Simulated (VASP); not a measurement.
Wanted: the native input for a VASP 6.6.1 run.

| Property | Result |
| --- | --- |
| Task | single point |
| Functional | LDA |
| Potentials or basis | VASP PAW LDA potentials, release 64 (Sn_d, Se) |
| Cutoff | 500 eV |
| k mesh | 4 × 4 × 2 |
| Occupations | gaussian, width 0.01 eV |
| Spin | no spin polarisation |
| Dipole correction | no |
| Further INCAR settings | ALGO = Normal; EDIFF = 1e-06; NBANDS = 28 |

The structure of SnSe lies in POSCAR:

```
SnSe
1.0
    4.2853270000      0.0000000000      0.0000000000
    0.0000000000      4.2853270000      0.0000000000
    0.0000000000      0.0000000000     10.9906920000
Sn Se
2 2
Direct
    0.5000000000      0.0000000000      0.3722290000
    0.0000000000      0.5000000000      0.6277710000
    0.5000000000      0.0000000000      0.6160390000
    0.0000000000      0.5000000000      0.3839610000
```

One way to write it, as run:

INCAR

```
SYSTEM = SnSe
  ALGO = Normal
  EDIFF = 1E-6
  ENCUT = 500
  GGA_COMPAT = .FALSE.
  ISIF = 2
  ISMEAR = 0
  LASPH = .TRUE.
  LCHARG = .TRUE.
  LELF = .TRUE.
  LREAL = .FALSE.
  LVHAR = .TRUE.
  LWAVE = .FALSE.
  NBANDS = 28
  NELM = 120
  PREC = Accurate
  SIGMA = 0.01
```

KPOINTS

```
k-points
0
G
  4 4 2
  0 0 0
```

Potentials or basis: VASP PAW LDA potentials, release 64 (Sn_d, Se).

Run with:

```sh
$ cat potpaw_LDA.64/Sn_d/POTCAR potpaw_LDA.64/Se/POTCAR > POTCAR
$ mpirun -np 1 vasp_std > vasp.out
```

It gave:

```yaml
Largest_force: 0.267 eV/Å
Band_gap_on_the_k_mesh: 1.58 eV, indirect (least direct gap 1.63 eV)
```

Caveat: spin-orbit coupling is left out, which moves the levels of the heavy elements.

Run time: 32 s on 1 thread of Intel(R) Xeon(R) 6975P-C (Granite Rapids), on a shared host, peak memory 0.24 GiB.
